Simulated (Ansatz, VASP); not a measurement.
# NaH: VASP beside Ansatz

```
Na H
1.0
     0.00000    2.44000    2.31800
     2.44000    0.00000    2.31800
     2.44000    2.44000    0.00000
Na H
1 1
Cartesian
  0.0000 0.0000 0.0000
  2.4400 2.4400 2.3180
```

Change from the starting cell: strain +0.000 along x and y, -0.050 along z, atoms carried along.

Alike in both runs: task single point; functional PBE; k mesh 8 × 8 × 8; occupations gaussian, width 0.05 eV; no spin polarisation.

```csv
,VASP,Ansatz
version,VASP 6.6.1,Ansatz 0.2.0
potentials or method,"VASP PAW PBE potentials, release 64 (Na_pv, H), cutoff 520 eV","scalar-relativistic, plane waves, PAW"
valence electrons in the cell,8,10
```

Ansatz gave:

```
gap on the k mesh at the Fermi level (eV)                     : 3.78
least direct gap on the mesh (eV)                             : 4.67
pressure (GPa)                                                : 0.6
traceless stress, the component that is largest in VASP (GPa) : 1.24
```

Task: Estimate VASP's values.

Result: gap on the k mesh at the Fermi level (eV): 3.78; least direct gap on the mesh (eV): 4.67; pressure (GPa): 0.6; traceless stress, the component that is largest in VASP (GPa): 1.25.

VASP's potentials hold 8 valence electrons a cell and Ansatz's 10, so a difference there can come from the potentials and not from the codes.
